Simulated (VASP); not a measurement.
Input of a VASP 6.6.1 run:

INCAR

```
SYSTEM = V
  PREC = Accurate
  ENCUT = 520
  EDIFF = 1E-7
  ISMEAR = -1
  SIGMA = 0.1
  LREAL = .False.
  LASPH = .True.
  NELM = 60
  ALGO = Normal
  ISIF = 2
  LWAVE = .False.
  LCHARG = .False.
  GGA = PE
  NBANDS = 12
```

KPOINTS

```
regular mesh
0
Gamma
  16 16 16
  0 0 0
```

File POSCAR:

```
V
1.0
    2.4518050906      0.0000000000      0.0000000000
    0.0000000000      2.4518050906      0.0000000000
    0.0000000000      0.0000000000      2.4518050906
V
1
Direct
    0.0000000000      0.0000000000      0.0000000000
```

Potentials or basis: VASP PAW PBE potentials, release 64 (V_sv).

Run with:

```bash
$ cat potpaw_PBE.64/V_sv/POTCAR > POTCAR
$ mpirun -np 1 vasp_std > vasp.out
```

Q: What does it give for the pressure?

A: 0.1 GPa.
